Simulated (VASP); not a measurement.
# SnO2 (P2_1/m) in VASP: single point with PBE+D3(BJ)

Aim: the single point of SnO2 with PBE+D3(BJ).

All numbers are computed with VASP 6.6.1; they aren't measurements. Logs are shortened: lines on timing, memory, paths and dates and some standing lists are left out, and cuts for length are marked.

## Step 1: The cell of the first run

Symmetry: P2_1/m, No. 11, monoclinic system. The conventional cell has a = 4.681 Å, b = 3.237 Å, c = 5.607 Å, α = 90.00°, β = 113.53°, γ = 90.00°. Sn (site symmetry m) has 6 O at 2.10 to 2.14 Å within 2.8 Å. Within 2.8 Å of O (site symmetry m) lie 3 Sn at 2.11 to 2.14 Å and 3 O at 2.72 to 2.74 Å. O (site symmetry m) has 3 Sn at 2.10 to 2.12 Å and 3 O at 2.71 to 2.72 Å within 2.8 Å.

## Step 2: Single point, PBE+D3(BJ) (atoms displaced along a vibrational mode)

Input file INCAR:

```
  PREC = Accurate
  ENCUT = 520
  EDIFF = 1E-7
  ISMEAR = 0
  SIGMA = 0.05
  LREAL = False
  LASPH = True
  NELM = 60
  ALGO = Normal
  ISIF = 2
  LWAVE = False
  LCHARG = False
  GGA = PE
  IVDW = 12
  NBANDS = 35
```

Input file KPOINTS:

```
Automatic mesh
0
Gamma
  8 6 6
```

Input file POSCAR:

```
SnO2
1.0
    1.6186264610     -2.8035432689      0.0000000000
    1.6186264610      0.9345144230      4.2918257460
   -4.8558793830     -2.8035432689      0.0000000000
Sn O
2 4
Direct
    0.5000000000      0.4795089099     -0.0062714891
    0.0000000000      0.5204910901      0.5062714891
    0.5000000000      0.7384223820      0.7541200272
    1.0000000000      0.7231777338      0.2330800114
    0.5000000000      0.2768222662      0.2669199886
    1.0000000000      0.2615776180      0.7458799728
```

Potentials or basis: VASP PAW PBE potentials, release 64 (Sn_d, O).

The run is started by

```
$ cat potpaw_PBE.64/Sn_d/POTCAR potpaw_PBE.64/O/POTCAR > POTCAR
$ mpirun -np 1 vasp_std > vasp.out
```

OUTCAR:

```text
PREC = Accurate
   ENCUT = 520
   EDIFF = 1E-7
   ISMEAR = 0
   LREAL = False
   LASPH = True
   NELM = 60
   ISIF = 2
   GGA = PE
   IVDW = 12
 IVDW          = 12

 ion  position               nearest neighbor table
   1  0.500  0.480  0.994-   5 2.10   6 2.11   6 2.11   4 2.12   4 2.12   3 2.14   2 3.24   2 3.24
                             2 3.25   2 3.25
   2  0.000  0.520  0.506-   4 2.10   3 2.11   3 2.11   5 2.12   5 2.12   6 2.14   1 3.24   1 3.24
                             1 3.25   1 3.25
   3  0.500  0.738  0.754-   2 2.11   2 2.11   1 2.14
   4  0.000  0.723  0.233-   2 2.10   1 2.12   1 2.12
   5  0.500  0.277  0.267-   1 2.10   2 2.12   2 2.12
   6  0.000  0.262  0.746-   1 2.11   1 2.11   2 2.14

  LATTYP: Found a simple monoclinic cell.
 ALAT       =     4.6811363002
 B/A-ratio  =     0.6915528014
 C/A-ratio  =     1.1978045881
 COS(beta)  =    -0.3992681960

  Lattice vectors:

 A1 = (   1.6186264610,   0.9345144230,   4.2918257460)
 A2 = (  -1.6186264610,   2.8035432689,   0.0000000000)
 A3 = (  -4.8558793830,  -2.8035432689,   0.0000000000)

Analysis of symmetry for initial positions (statically):
=====================================================================
 Subroutine PRICEL returns:
 Original cell was already a primitive cell.

 Routine SETGRP: Setting up the symmetry group for a
 simple monoclinic supercell.

 Subroutine GETGRP returns: Found  4 space group operations
 (whereof  2 operations were pure point group operations)
 out of a pool of  4 trial point group operations.

The static configuration has the point symmetry C_1h.
 The point group associated with its full space group is C_2h.

Analysis of symmetry for dynamics (positions and initial velocities):
=====================================================================
 Subroutine PRICEL returns:
 Original cell was already a primitive cell.

 Routine SETGRP: Setting up the symmetry group for a
 simple monoclinic supercell.

 Subroutine GETGRP returns: Found  4 space group operations
 (whereof  2 operations were pure point group operations)
 out of a pool of  4 trial point group operations.

The dynamic configuration has the point symmetry C_1h.
 The point group associated with its full space group is C_2h.

 Subroutine INISYM returns: Found  4 space group operations
 (whereof  2 operations are pure point group operations),
 and found     1 'primitive' translations

----------------------------------------------------------------------------------------

                                     Primitive cell

  volume of cell :      77.9033

  direct lattice vectors                    reciprocal lattice vectors
     1.618626461 -2.803543269  0.000000000     0.154451942 -0.267518611  0.000000000
     1.618626461  0.934514423  4.291825746     0.000000000  0.000000000  0.233001072
    -4.855879383 -2.803543269  0.000000000    -0.154451942 -0.089172870  0.077667024

  length of vectors
     3.237252922  4.681136300  5.607086538     0.308903884  0.233001072  0.194523443

  position of ions in fractional coordinates (direct lattice)
     0.500000000  0.479508910  0.993728511
     1.000000000  0.520491090  0.506271489
     0.500000000  0.738422382  0.754120027
     0.000000000  0.723177734  0.233080011
     0.500000000  0.276822266  0.266919989
     1.000000000  0.261577618  0.745879973

  ion indices of the primitive-cell ions
   primitive index   ion index
                 1           1
                 2           2
                 3           3
                 4           4
                 5           5
                 6           6

----------------------------------------------------------------------------------------

 KPOINTS: Automatic mesh

Automatic generation of k-mesh.
 Grid dimensions read from file:
 generate k-points for:    8    6    6

 Generating k-lattice:

  Cartesian coordinates                     Fractional coordinates (reciprocal lattice)
     0.019306493 -0.033439826  0.000000000     0.125000000  0.000000000 -0.000000000
     0.000000000  0.000000000  0.038833512     0.000000000  0.166666667  0.000000000
    -0.025741990 -0.014862145  0.012944504     0.000000000 -0.000000000  0.166666667

  Length of vectors
     0.038612985  0.038833512  0.032420574

  Shift w.r.t. Gamma in fractional coordinates (k-lattice)
     0.000000000  0.000000000  0.000000000

 Subroutine IBZKPT returns following result:
 ===========================================

 Found    100 irreducible k-points:

 Following reciprocal coordinates:
            Coordinates               Weight
  0.000000  0.000000  0.000000      1.000000
  0.125000 -0.000000  0.000000      2.000000
  0.250000 -0.000000  0.000000      2.000000
  0.375000 -0.000000  0.000000      2.000000
  0.500000 -0.000000  0.000000      1.000000
  0.000000  0.166667  0.000000      2.000000
[... 16 lines left out ...]
  0.250000  0.000000  0.166667      4.000000
  0.375000 -0.000000  0.166667      4.000000
 [... further k-points ...]
   k-points           NKPTS =    100   k-points in BZ     NKDIM =    100   number of bands    NBANDS=     35
   number of dos      NEDOS =    301   number of ions     NIONS =      6
   total plane-waves  NPLWV =  36288
   dimension x,y,z NGX =    24 NGY =   36 NGZ =   42
   dimension x,y,z NGXF=    48 NGYF=   72 NGZF=   84
   ions per type =               2   4
   NGX,Y,Z   is equivalent  to a cutoff of  12.32, 12.79, 12.45 a.u.
   NGXF,Y,Z  is equivalent  to a cutoff of  24.65, 25.57, 24.91 a.u.
 SYSTEM =  unknown system
   PREC   = accura    normal or accurate (medium, high low for compatibility)
   ISTART =      0    job   : 0-new  1-cont  2-samecut
   ICHARG =      2    charge: 1-file 2-atom 10-const
   ISPIN  =      1    spin polarized calculation?
   LNONCOLLINEAR =      F non collinear calculations
   LSORBIT =      F    spin-orbit coupling
   LASPH  =      T    aspherical Exc in radial PAW
   ENCUT  =  520.0 eV  38.22 Ry    6.18 a.u.   6.02  8.70 10.43*2*pi/ulx,y,z
   NELM   =     60;   NELMIN=  2; NELMDL= -5     # of ELM steps
   EDIFF  = 0.1E-06   stopping-criterion for ELM
   LREAL  =      F    real-space projection
   EDIFFG = 0.1E-05   stopping-criterion for IOM
   NSW    =      0    number of steps for IOM
   IBRION =     -1    ionic relax: 0-MD 1-quasi-New 2-CG
   NFREE  =      0    steps in history (QN), initial steepest desc. (CG)
   ISIF   =      2    stress and relaxation
   ISYM   =      2    0-nonsym 1-usesym 2-fastsym
   POTIM  = 0.5000    time-step for ionic-motion
   TEBEG  =    0.0;   TEEND  =   0.0 temperature during run
   PSTRESS=    0.0 pullay stress
   NELECT =      52.0000    total number of electrons
   NUPDOWN=      -1.0000    fix difference up-down
   EMIN   =  10.00;   EMAX   =-10.00  energy-range for DOS
   EFERMI =   0.00;   METHOD = LEGACY
   ISMEAR =     0;   SIGMA  =   0.05  broadening in eV -4-tet -1-fermi 0-gaus
   EFERMI_NEDOS =   21; number of points for ismear=-14 and -15
   IALGO  =     38    algorithm
   IMIX   =      4    mixing-type and parameters
     AMIX     =   0.40;   BMIX     =  1.00
     AMIX_MAG =   1.60;   BMIX_MAG =  1.00
  volume/ion in A,a.u.               =      12.98        87.62
  Fermi-wavevector in a.u.,A,eV,Ry     =   1.430729  2.703685 27.850916  2.046985
  Thomas-Fermi vector in A             =   2.550542
   LORBIT       =      0    0 simple, 1 ext, 2 COOP (PROOUT), +10 PAW based schemes
   GGA     = PE    functional components
   LHFCALC =     F    Hartree Fock is set to
   AEXX    =    0.0000 exact exchange contribution
   IVDW    =    12    specifies the selected vdW correction
   LEPSILON=     F    determine dielectric tensor
   LRPA    =     F    only Hartree local field effects (RPA)
 non-spin polarized calculation
 Gauss-broadening in eV      SIGMA  =   0.05
  energy-cutoff  :      520.00
  volume of cell :       77.90
 maximum number of plane-waves:      2118
   NGX = 13   NGY = 17   NGZ = 21

 number of electron      52.0000006 magnetization

 Free energy of the ion-electron system (eV)
  ---------------------------------------------------
  ext. energy  EPLUGINS =         0.00000000
  ---------------------------------------------------
  free energy    TOTEN  =       -36.31332513 eV

  energy without entropy =      -36.31332513  energy(sigma->0) =      -36.31332513

 E-fermi :   5.1008     XC(G=0): -10.7350

 val. band max:        4.8922396801   @ k =   0.0000   0.0000   0.0000
 cond. band min:       6.3876096491   @ k =   0.0000   0.0000   0.0000
 fundamental gap:      1.4953699690
 Fermi energy:         5.1008349248

 k-point     1 :       0.0000    0.0000    0.0000
  band No.  band energies     occupation
      1     -15.9302      2.00000
      2     -15.3854      2.00000
      3     -15.1496      2.00000
      4     -15.1457      2.00000
      5     -15.1086      2.00000
      6     -15.0618      2.00000
[... 27 lines left out ...]
     34      16.2125      0.00000
     35      17.4666      0.00000

 k-point     2 :       0.1250   -0.0000    0.0000
  band No.  band energies     occupation
      1     -15.8686      2.00000
      2     -15.3401      2.00000
      3     -15.2420      2.00000
      4     -15.1713      2.00000
      5     -15.1236      2.00000
      6     -15.0871      2.00000
[... 27 lines left out ...]
     34      16.1976      0.00000
     35      16.6754      0.00000

 k-point     3 :       0.2500   -0.0000    0.0000
  band No.  band energies     occupation
      1     -15.7081      2.00000
      2     -15.4583      2.00000
      3     -15.4261      2.00000
      4     -15.2657      2.00000
      5     -15.0679      2.00000
      6     -15.0298      2.00000
[... 27 lines left out ...]
     34      16.1460      0.00000
     35      16.5271      0.00000

 k-point     4 :       0.3750   -0.0000    0.0000
  band No.  band energies     occupation
      1     -15.6516      2.00000
      2     -15.6424      2.00000
      3     -15.5095      2.00000
      4     -15.2576      2.00000
      5     -15.0433      2.00000
      6     -15.0329      2.00000
[... 27 lines left out ...]
     34      16.5459      0.00000
     35      16.9762      0.00000

 k-point     5 :       0.5000   -0.0000    0.0000
  band No.  band energies     occupation
      1     -15.7241      2.00000
      2     -15.7241      2.00000
      3     -15.3440      2.00000
      4     -15.3440      2.00000
      5     -15.0274      2.00000
      6     -15.0274      2.00000
[... 638 lines left out ...]
 k-point    22 :       0.1250   -0.0000    0.1667
  band No.  band energies     occupation
      1     -15.8314      2.00000
      2     -15.3425      2.00000
      3     -15.2678      2.00000
      4     -15.1780      2.00000
      5     -15.1130      2.00000
      6     -15.0781      2.00000
[... 27 lines left out ...]
     34      16.3277      0.00000
     35      16.8102      0.00000

 k-point    23 :       0.2500    0.0000    0.1667
  band No.  band energies     occupation
      1     -15.7149      2.00000
      2     -15.5344      2.00000
      3     -15.3894      2.00000
      4     -15.1951      2.00000
      5     -15.0741      2.00000
      6     -15.0268      2.00000
[... 27 lines left out ...]
     34      16.3488      0.00000
     35      16.7726      0.00000

 k-point    24 :       0.3750   -0.0000    0.1667
  band No.  band energies     occupation
      1     -15.7445      2.00000
      2     -15.7231      2.00000
      3     -15.3797      2.00000
      4     -15.1787      2.00000
      5     -15.0691      2.00000
      6     -15.0403      2.00000
[... 27 lines left out ...]
     34      16.6990      0.00000
     35      17.1510      0.00000

 [... further k-points ...]

------------------------ aborting loop because EDIFF is reached ----------------------------------------

 Edisp (eV)   -1.20605

 E8    (eV) :    -0.4795

  FORCE on cell =-STRESS in cart. coord.  units (eV):
  Direction    XX          YY          ZZ          XY          YZ          ZX
  --------------------------------------------------------------------------------------
  -------------------------------------------------------------------------------------
  Total       0.29200     0.31876    -0.12698    -0.02317    -0.01430    -0.02477
  in kB       6.00526     6.55559    -2.61158    -0.47660    -0.29413    -0.50944
  external pressure =        3.32 kB  Pullay stress =        0.00 kB

 VOLUME and BASIS-vectors are now :
 -----------------------------------------------------------------------------
  energy-cutoff  :      520.00
  volume of cell :       77.90
      direct lattice vectors                 reciprocal lattice vectors
     1.618626461 -2.803543269  0.000000000     0.154451942 -0.267518611  0.000000000
     1.618626461  0.934514423  4.291825746     0.000000000  0.000000000  0.233001072
    -4.855879383 -2.803543269  0.000000000    -0.154451942 -0.089172870  0.077667024

 POSITION                                       TOTAL-FORCE (eV/Angst)
 -----------------------------------------------------------------------------------
     -3.23997     -3.73962      2.05797        -0.002483     -0.001434      0.182485
     -1.61591     -0.93295      2.23386         0.002483      0.001434     -0.182485
     -1.65737     -2.82591      3.16918         0.014853      0.008576      0.032034
      0.03875      0.02237      3.10375        -0.002139     -0.001235      0.046034
     -0.03875     -1.89140      1.18807         0.002139      0.001235     -0.046034
     -3.19851     -1.84666      1.12265        -0.014853     -0.008576     -0.032034
 -----------------------------------------------------------------------------------
    total drift:                               -0.000000     -0.000000      0.000000

  FREE ENERGIE OF THE ION-ELECTRON SYSTEM (eV)
  ---------------------------------------------------
  free  energy   TOTEN  =       -37.5193786619 eV

  energy  without entropy=      -37.5193786619  energy(sigma->0) =      -37.51937866
```

Run time: 4.7 min. Hardware: 1 thread of Intel Xeon Platinum 8488C (Sapphire Rapids), shared host; peak memory 0.34 GiB.

What came out:

```yaml
Free_energy: -37.5194 eV
Pressure: 0.3 GPa
Largest_force: 0.183 eV/Å
Band_gap_on_the_k_mesh: 1.50 eV
Dispersion_energy_per_atom: -0.201 eV
```

Forces in eV/Å, atoms in the order of the input:
```
Sn  -0.002 -0.001  0.182
Sn   0.002  0.001 -0.182
O    0.015  0.009  0.032
O   -0.002 -0.001  0.046
O    0.002  0.001 -0.046
O   -0.015 -0.009 -0.032
```

Caveat: the cell differs from its parent crystal (atoms displaced along a vibrational mode); spin-orbit coupling is left out, which moves the levels of the heavy elements.
